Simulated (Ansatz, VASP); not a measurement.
## One calculation of NaCl, two programs

Contents of POSCAR:

```
NaCl
1.0
    0.0000000000      3.1786919196      2.2473351872
    3.1786919196      0.0000000000      2.2473351872
    3.1786919196      3.1786919196      0.0000000000
Na Cl
1 1
Direct
    0.0000000000      0.0000000000      0.0000000000
    0.5000000000      0.5000000000      0.5000000000
```

File INCAR.step1:

```
ALGO = Normal ; EDIFF = 1E-4
ENCUT = 520 ; GGA = PE
ISMEAR = 0 ; LASPH = T
LCHARG = F ; LREAL = F
LWAVE = T ; NBANDS = 14
NELM = 100 ; PREC = Accurate
SIGMA = 0.05
```

Contents of INCAR.step2:

```
ALGO = Normal ; EDIFF = 1E-6
ENCUT = 520 ; ISIF = 2
ISMEAR = 0 ; ISTART = 1
LASPH = T ; LCHARG = F
LMIXTAU = T ; LREAL = F
LWAVE = F ; METAGGA = R2SCAN
NBANDS = 14 ; NELM = 100
PREC = Accurate ; SIGMA = 0.05
```

KPOINTS

```
k-points
0
Gamma
  8 8 8
```

Input for Ansatz:

```yaml
crystal:
  lattice:
    - [0.0, 3.1786919196, 2.2473351872]
    - [3.1786919196, 0.0, 2.2473351872]
    - [3.1786919196, 3.1786919196, 0.0]
  atoms:
    - { symbol: Na, position: [0.0, 0.0, 0.0] }
    - { symbol: Cl, position: [0.5, 0.5, 0.5] }
basis:
  ecutwfc: 500
kpoints:
  mp_grid: { grid: [8, 8, 8] }
hamiltonian:
  xc: r2scan
scf:
  occupations: { method: gaussian, width: 0.05 }
output:
  forces: true
  stress: true
  eigenvalues: true
```

Alike in both runs: task single point; functional r2SCAN; k mesh 8 × 8 × 8; occupations gaussian, width 0.05 eV; no spin polarisation.

|  | VASP | Ansatz |
| --- | --- | --- |
| version | VASP 6.6.1 | Ansatz 0.2.0 |
| potentials or method | VASP PAW PBE potentials, release 64 (Na_pv, Cl), cutoff 520 eV | scalar-relativistic, plane waves, PAW |
| valence electrons in the cell | 14 | 16 |

Ansatz gave:

| Quantity | Value |
| --- | --- |
| gap on the k mesh at the Fermi level (eV) | 5.71 |
| least direct gap on the mesh (eV) | 5.71 |
| pressure (GPa) | 9.9 |
| traceless stress, the component that is largest in VASP (GPa) | 24.16 |

What did VASP give for the same quantities?

gap on the k mesh at the Fermi level (eV): 5.70; least direct gap on the mesh (eV): 5.70; pressure (GPa): 9.9; traceless stress, the component that is largest in VASP (GPa): 24.50.

VASP's potentials were made for PBE, not for r2SCAN. VASP's potentials hold 14 valence electrons a cell and Ansatz's 16, so a difference there can come from the potentials and not from the codes.
